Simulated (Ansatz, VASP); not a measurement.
## Ni2Ge: VASP beside Ansatz

The input POSCAR:

```
Ni2Ge
1.0
    4.0179219285      0.0000000000      0.0000000000
   -2.0089609642      3.4796224605      0.0000000000
    0.0000000000      0.0000000000      5.0877493262
Ni Ge
4 2
Direct
    0.6666666667      0.3333333333      0.2500000000
    0.3333333333      0.6666666667      0.7500000000
    0.0000000000      0.0000000000      0.0000000000
    0.0000000000      0.0000000000      0.5000000000
    0.6666666667      0.3333333333      0.7500000000
    0.3333333333      0.6666666667      0.2500000000
```

File INCAR.step1:

```
SYSTEM = Ni2Ge
PREC = Accurate
ENCUT = 520
ISMEAR = 0
SIGMA = 0.1
LREAL = .False.
LASPH = .True.
NELM = 80
NBANDS = 43
GGA = PE
ALGO = Normal
EDIFF = 1E-4
LWAVE = .True.
LCHARG = .False.
```

File INCAR.step2:

```
SYSTEM = Ni2Ge
PREC = Accurate
ENCUT = 520
EDIFF = 1E-6
ISMEAR = 0
SIGMA = 0.1
LREAL = .False.
LASPH = .True.
NELM = 80
ALGO = Normal
ISIF = 2
LWAVE = .False.
LCHARG = .False.
METAGGA = R2SCAN
LMIXTAU = .True.
NBANDS = 43
ISTART = 1
```

Contents of KPOINTS:

```
Automatic mesh
0
Gamma
  12 12 8
  0 0 0
```

Input for Ansatz:

```yaml
crystal:
  lattice:
    - [4.0179219285, 0.0, 0.0]
    - [-2.0089609642, 3.4796224605, 0.0]
    - [0.0, 0.0, 5.0877493262]
  atoms:
    - { symbol: Ni, position: [0.6666666667, 0.3333333333, 0.25] }
    - { symbol: Ni, position: [0.3333333333, 0.6666666667, 0.75] }
    - { symbol: Ni, position: [0.0, 0.0, 0.0] }
    - { symbol: Ni, position: [0.0, 0.0, 0.5] }
    - { symbol: Ge, position: [0.6666666667, 0.3333333333, 0.75] }
    - { symbol: Ge, position: [0.3333333333, 0.6666666667, 0.25] }
basis:
  ecutwfc: 500
kpoints:
  mp_grid: { grid: [12, 12, 8] }
hamiltonian:
  xc: r2scan
scf:
  occupations: { method: gaussian, width: 0.1 }
output:
  forces: true
  stress: true
  eigenvalues: true
```

Change from the starting cell: equal strain along all axes, cell held, atoms relaxed: +1.0 %.

Alike in both runs: task single point; functional r2SCAN; k mesh 12 × 12 × 8; occupations gaussian, width 0.1 eV; no spin polarisation.

|  | VASP | Ansatz |
| --- | --- | --- |
| version | VASP 6.6.1 | Ansatz 0.2.0 |
| potentials or method | VASP PAW PBE potentials, release 64 (Ni, Ge_d), cutoff 520 eV | scalar-relativistic, plane waves, PAW |
| valence electrons in the cell | 68 | 100 |

Ansatz gave:

```
gap on the k mesh at the Fermi level (eV)                     : none
pressure (GPa)                                                : -5.5
traceless stress, the component that is largest in VASP (GPa) : 0.62
```

Problem. What did VASP give for the same quantities?

Solution. gap on the k mesh at the Fermi level (eV): none; pressure (GPa): -5.3; traceless stress, the component that is largest in VASP (GPa): 0.51.

VASP's potentials were made for PBE, not for r2SCAN. A gap of «none» marks a metal or a gap that the smearing closes. The functional is the same, so the differences come from potentials, cutoffs and numerics. VASP's potentials hold 68 valence electrons a cell and Ansatz's 100, so a difference there can come from the potentials and not from the codes.
